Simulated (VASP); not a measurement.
# AgRh (P-6m2) in VASP: further runs

AgRh is run at these levels: LDA, r2SCAN+D4; tasks: single point.

Program: VASP 6.6.1. These are calculated values, not measurements. Logs are shortened: lines on timing, memory, paths and dates and some standing lists are left out, and cuts for length are marked.

### 1 The cell of the first run

The structure is hexagonal, space group P-6m2 (No. 187). Conventional cell: a = 2.696 Å, b = 2.696 Å, c = 4.639 Å, α = 90.00°, β = 90.00°, γ = 120.00°. Ag (site symmetry -6m2) has 6 Ag at 2.70 Å and 6 Rh at 2.79 Å within 3.6 Å. Within 3.6 Å of Rh (site symmetry -6m2) lie 6 Rh at 2.70 Å and 6 Ag at 2.79 Å.

### 2 Single point, LDA

Contents of INCAR:

```
PREC = Accurate
ENCUT = 520
EDIFF = 1E-6
ISMEAR = 1
SIGMA = 0.15
LREAL = F
LASPH = T
NELM = 100
ALGO = Normal
ISIF = 2
LWAVE = F
LCHARG = F
NBANDS = 20
```

Contents of KPOINTS:

```
regular mesh
0
Gamma
  12 12 6
```

Contents of POSCAR:

```
AgRh
1.0
    2.6962833173      0.0000000000      0.0000000000
   -1.3481416587      2.3350498486      0.0000000000
    0.0000000000      0.0000000000      4.6387237819
Ag Rh
1 1
Direct
    0.0000000000      0.0000000000      0.5000000000
    0.6666666667      0.3333333333      0.0000000000
```

Potentials or basis: VASP PAW LDA potentials, release 64 (Ag, Rh_pv).

Run with:

```sh
$ cat potpaw_LDA.64/Ag/POTCAR potpaw_LDA.64/Rh_pv/POTCAR > POTCAR
$ mpirun -np 1 vasp_std > vasp.out
```

OUTCAR:

```text
PREC = Accurate
   ENCUT = 520
   EDIFF = 1E-6
   ISMEAR = 1
   LREAL = F
   LASPH = T
   NELM = 100
   ISIF = 2

 ion  position               nearest neighbor table
   1  0.000  0.000  0.500-   2 2.79   2 2.79   2 2.79   2 2.79   2 2.79   2 2.79
   2  0.667  0.333  0.000-   1 2.79   1 2.79   1 2.79   1 2.79   1 2.79   1 2.79

  LATTYP: Found a hexagonal cell.
 ALAT       =     2.6962833173
 C/A-ratio  =     1.7204140797

  Lattice vectors:

 A1 = (   2.6962833173,   0.0000000000,   0.0000000000)
 A2 = (  -1.3481416587,   2.3350498486,   0.0000000000)
 A3 = (   0.0000000000,   0.0000000000,   4.6387237819)

Analysis of symmetry for initial positions (statically):
=====================================================================
 Subroutine PRICEL returns:
 Original cell was already a primitive cell.

 Routine SETGRP: Setting up the symmetry group for a
 hexagonal supercell.

 Subroutine GETGRP returns: Found 12 space group operations
 (whereof 12 operations were pure point group operations)
 out of a pool of 24 trial point group operations.

The static configuration has the point symmetry D_3h.

Analysis of symmetry for dynamics (positions and initial velocities):
=====================================================================
 Subroutine PRICEL returns:
 Original cell was already a primitive cell.

 Routine SETGRP: Setting up the symmetry group for a
 hexagonal supercell.

 Subroutine GETGRP returns: Found 12 space group operations
 (whereof 12 operations were pure point group operations)
 out of a pool of 24 trial point group operations.

The dynamic configuration has the point symmetry D_3h.

 Subroutine INISYM returns: Found 12 space group operations
 (whereof 12 operations are pure point group operations),
 and found     1 'primitive' translations

----------------------------------------------------------------------------------------

                                     Primitive cell

  volume of cell :      29.2052

  direct lattice vectors                    reciprocal lattice vectors
     2.696283317  0.000000000  0.000000000     0.370880906  0.214128191  0.000000000
    -1.348141659  2.335049849  0.000000000     0.000000000  0.428256382  0.000000000
     0.000000000  0.000000000  4.638723782     0.000000000  0.000000000  0.215576535

  length of vectors
[... 78 lines left out ...]
   LSORBIT =      F    spin-orbit coupling
   LASPH  =      T    aspherical Exc in radial PAW
   ENCUT  =  520.0 eV  38.22 Ry    6.18 a.u.   5.01  5.01  8.62*2*pi/ulx,y,z
   NELM   =    100;   NELMIN=  2; NELMDL= -5     # of ELM steps
   EDIFF  = 0.1E-05   stopping-criterion for ELM
   LREAL  =      F    real-space projection
   EDIFFG = 0.1E-04   stopping-criterion for IOM
   NSW    =      0    number of steps for IOM
   IBRION =     -1    ionic relax: 0-MD 1-quasi-New 2-CG
   NFREE  =      0    steps in history (QN), initial steepest desc. (CG)
   ISIF   =      2    stress and relaxation
   ISYM   =      2    0-nonsym 1-usesym 2-fastsym
   POTIM  = 0.5000    time-step for ionic-motion
   TEBEG  =    0.0;   TEEND  =   0.0 temperature during run
   PSTRESS=    0.0 pullay stress
   NELECT =      26.0000    total number of electrons
   NUPDOWN=      -1.0000    fix difference up-down
   EMIN   =  10.00;   EMAX   =-10.00  energy-range for DOS
   EFERMI =   0.00;   METHOD = LEGACY
   ISMEAR =     1;   SIGMA  =   0.15  broadening in eV -4-tet -1-fermi 0-gaus
   EFERMI_NEDOS =   21; number of points for ismear=-14 and -15
   IALGO  =     38    algorithm
   IMIX   =      4    mixing-type and parameters
     AMIX     =   0.40;   BMIX     =  1.00
     AMIX_MAG =   1.60;   BMIX_MAG =  1.00
  volume/ion in A,a.u.               =      14.60        98.54
  Fermi-wavevector in a.u.,A,eV,Ry     =   1.574874  2.976081 33.745563  2.480229
  Thomas-Fermi vector in A             =   2.675943
   LORBIT       =      0    0 simple, 1 ext, 2 COOP (PROOUT), +10 PAW based schemes
   GGA     = CA    functional components
   LHFCALC =     F    Hartree Fock is set to
   AEXX    =    0.0000 exact exchange contribution
   IVDW    =     0    specifies the selected vdW correction
   LEPSILON=     F    determine dielectric tensor
   LRPA    =     F    only Hartree local field effects (RPA)
 non-spin polarized calculation
 Methfessel and Paxton  Order N= 1 SIGMA  =   0.15
  energy-cutoff  :      520.00
  volume of cell :       29.21
 maximum number of plane-waves:       825
 NGX is ok and might be reduce to    20
   NGX =  9   NGY =  9   NGZ = 17

 number of electron      26.0000010 magnetization

 Free energy of the ion-electron system (eV)
  ---------------------------------------------------
  ext. energy  EPLUGINS =         0.00000000
  ---------------------------------------------------
  free energy    TOTEN  =       -11.91156754 eV

  energy without entropy =      -11.90958937  energy(sigma->0) =      -11.91090815

 E-fermi :  10.1979     XC(G=0): -13.7284

 val. band max:       10.1921717212   @ k =   0.2500  -0.0000   0.0000
 cond. band min:      10.2029738211   @ k =   0.1667   0.0000   0.1667
 fundamental gap:      0.0108020998
 Fermi energy:        10.1979099735

 k-point     1 :       0.0000    0.0000    0.0000
  band No.  band energies     occupation
      1     -35.4783      2.00000
      2     -35.4783      2.00000
      3     -35.4181      2.00000
      4       2.1771      2.00000
      5       3.7317      2.00000
      6       5.5041      2.00000
[... 541 lines left out ...]
     19      25.4336      0.00000
     20      27.3110      0.00000

 [... further k-points ...]

------------------------ aborting loop because EDIFF is reached ----------------------------------------

  FORCE on cell =-STRESS in cart. coord.  units (eV):
  Direction    XX          YY          ZZ          XY          YZ          ZX
  --------------------------------------------------------------------------------------
  -------------------------------------------------------------------------------------
  Total        0.0814486      0.0814486      0.0513687     -0.0000000     -0.0000000     -0.0000000
  in kB        4.4682130      4.4682130      2.8180498     -0.0000000     -0.0000000     -0.0000000
  external PRESSURE =       3.9181586 kB  Pullay stress =       0.0000000 kB

 VOLUME and BASIS-vectors are now :
 -----------------------------------------------------------------------------
  energy-cutoff  :      520.00
  volume of cell :       29.21
      direct lattice vectors                 reciprocal lattice vectors
     2.696283317  0.000000000  0.000000000     0.370880906  0.214128191  0.000000000
    -1.348141659  2.335049849  0.000000000     0.000000000  0.428256382  0.000000000
     0.000000000  0.000000000  4.638723782     0.000000000  0.000000000  0.215576535

 POSITION                                       TOTAL-FORCE (eV/Angst)
 -----------------------------------------------------------------------------------
      0.00000      0.00000      2.31936         0.000000     -0.000000      0.000000
      1.34814      0.77835      0.00000        -0.000000      0.000000      0.000000
 -----------------------------------------------------------------------------------
    total drift:                               -0.000000      0.000000      0.000000

  FREE ENERGIE OF THE ION-ELECTRON SYSTEM (eV)
  ---------------------------------------------------
  free  energy   TOTEN  =       -11.9115675370 eV

  energy  without entropy=      -11.9095893722  energy(sigma->0) =      -11.91090815
```

OSZICAR:

```text
N       E                     dE             d eps       ncg     rms          rms(c)
DAV:   1     0.223865255317E+03    0.22387E+03   -0.15692E+04  3040   0.142E+03
DAV:   2    -0.804007689642E+01   -0.23191E+03   -0.22557E+03  3164   0.388E+02
DAV:   3    -0.127955889816E+02   -0.47555E+01   -0.47228E+01  3452   0.620E+01
DAV:   4    -0.128216546743E+02   -0.26066E-01   -0.26063E-01  3360   0.457E+00
DAV:   5    -0.128220105846E+02   -0.35591E-03   -0.35591E-03  3436   0.552E-01    0.125E+01
DAV:   6    -0.120241278336E+02    0.79788E+00   -0.33330E+00  3224   0.217E+01    0.804E+00
DAV:   7    -0.119655014339E+02    0.58626E-01   -0.11236E+00  3136   0.107E+01    0.329E+00
DAV:   8    -0.119177580131E+02    0.47743E-01   -0.29783E-01  3128   0.623E+00    0.209E+00
DAV:   9    -0.119117687879E+02    0.59892E-02   -0.17729E-02  3520   0.132E+00    0.141E-01
DAV:  10    -0.119115837587E+02    0.18503E-03   -0.85961E-04  3340   0.209E-01    0.629E-02
DAV:  11    -0.119115683464E+02    0.15412E-04   -0.55000E-05  3488   0.690E-02    0.175E-02
DAV:  12    -0.119115675370E+02    0.80943E-06   -0.49443E-06  3324   0.165E-02
   1 F= -.11911568E+02 E0= -.11910908E+02  d E =-.197816E-02
```

stdout:

```text
POSCAR found type information on POSCAR AgRh
 POSCAR found :  2 types and       2 ions
 scaLAPACK will be used
 LDA part: xc-table for (Slater(with rela. corr.)+CA(PZ))
 , standard interpolation
 POSCAR, INCAR and KPOINTS ok, starting setup
 FFT: planning ... GRIDC
 FFT: planning ... GRID_SOFT
 FFT: planning ... GRID
 WAVECAR not read
 entering main loop
```

Wall time 19 s (1 thread of AMD EPYC 9R45 (Zen 5), shared host); peak memory 0.13 GiB.

Results:

```
Free energy            : -11.9116 eV
Pressure               : 0.4 GPa
Band gap on the k mesh : zero (bands 13 and 14 overlap by 1.48 eV)
```

### 3 Single point, r2SCAN+D4

This run uses another cell than the first one, of 15.22 Å³/atom.

Contents of POSCAR:

```
AgRh
1.0
    2.7308460587      0.0000000000      0.0000000000
   -1.3654230294      2.3649820607      0.0000000000
    0.0000000000      0.0000000000      4.7126704122
Ag Rh
1 1
Direct
    0.0000000000      0.0000000000      0.5000000000
    0.6666666667      0.3333333333      0.0000000000
```

Contents of INCAR.step1:

```
PREC = Accurate
ENCUT = 520
ISMEAR = 1
SIGMA = 0.15
LREAL = F
LASPH = T
NELM = 80
NBANDS = 20
GGA = PE
ALGO = Normal
EDIFF = 1E-4
LWAVE = T
LCHARG = F
```

Contents of INCAR.step2:

```
PREC = Accurate
ENCUT = 520
EDIFF = 1E-6
ISMEAR = 1
SIGMA = 0.15
LREAL = F
LASPH = T
NELM = 80
ALGO = Normal
ISIF = 2
LWAVE = F
LCHARG = F
METAGGA = R2SCAN
LMIXTAU = T
IVDW = 13
VDW_S6 = 1.0
VDW_S8 = 0.6018749
VDW_A1 = 0.51559235
VDW_A2 = 5.77342911
NBANDS = 20
ISTART = 1
```

Contents of KPOINTS:

```
Automatic mesh
0
Gamma
  12 12 6
```

Potentials or basis: VASP PAW PBE potentials, release 64 (Ag, Rh_pv).

Run with:

```sh
$ cat potpaw_PBE.64/Ag/POTCAR potpaw_PBE.64/Rh_pv/POTCAR > POTCAR
$ cp INCAR.step1 INCAR
$ mpirun -np 1 vasp_std > vasp.out
$ cp INCAR.step2 INCAR
$ mpirun -np 1 vasp_std > vasp.out
```

Run time: 89 s. Hardware: 1 thread of AMD EPYC 9R45 (Zen 5), shared host; peak memory 0.15 GiB.

It converged, with:

```
Free energy                : -45.4376 eV
Pressure                   : 0.6 GPa
Band gap on the k mesh     : zero (bands 13 and 14 overlap by 1.47 eV)
Dispersion energy per atom : -0.238 eV
```

Stress tensor (GPa, compression positive):
```
0.74 0.00 0.00
0.00 0.74 0.00
0.00 0.00 0.38
```

Levels at points of the mesh, in eV from the Fermi level:
| k point | band 10 | band 11 | band 12 | band 13 | band 14 | band 15 | band 16 | band 17 |
| --- | --- | --- | --- | --- | --- | --- | --- | --- |
| (0.00, 0.00, 0.00) | -3.46 | -2.12 | -2.12 | 0.08 | 0.08 | 0.21 | 6.00 | 17.42 |
| (0.50, 0.00, 0.00) | -2.47 | -1.78 | -0.16 | 1.15 | 2.01 | 4.42 | 9.17 | 9.39 |
| (0.00, 0.00, 0.50) | -3.56 | -2.75 | -1.89 | -1.89 | 0.04 | 0.04 | 12.51 | 13.65 |
| (0.50, 0.00, 0.50) | -1.96 | -0.73 | -0.21 | 1.15 | 1.89 | 2.63 | 7.19 | 8.72 |

Caveat: the PAW data sets were made with another functional, which shifts forces and pressure a little.
